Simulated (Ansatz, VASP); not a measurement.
**NbP: VASP beside Ansatz**

```
CELL_PARAMETERS angstrom
0.00000 3.32687 0.00000
3.32687 0.00000 0.00000
1.66343 1.66343 -5.69319
ATOMIC_POSITIONS crystal
Nb 0.00000 0.00000 0.00000
Nb 0.75000 0.25000 0.50000
P 0.50000 0.50000 0.00000
P 0.25000 0.75000 0.50000
```

Alike in both runs: task relaxation of cell and atoms; functional PBE; k mesh 6 × 6 × 6; no spin polarisation.

|  | VASP | Ansatz |
| --- | --- | --- |
| version | VASP 6.6.1 | Ansatz 0.2.0 |
| potentials or method | VASP PAW PBE potentials, release 64 (Nb_sv, P), cutoff 600 eV | PAW plane waves |
| occupations | fermi-dirac, width 0.1 eV | fermi-dirac |
| valence electrons in the cell | 36 | 36 |

|  | VASP | Ansatz | Ansatz less VASP |
| --- | --- | --- | --- |
| gap on the k mesh at the Fermi level, each at its own relaxed structure (eV) | none | none | - |
| relaxed volume (Å³/atom) | 16.04 | 16.07 | +0.028 |
| relaxed cell length with the largest relative difference (Å) | 3.505 | 3.508 | +0.0023 |

A gap of «none» marks a metal or a gap that the smearing closes.
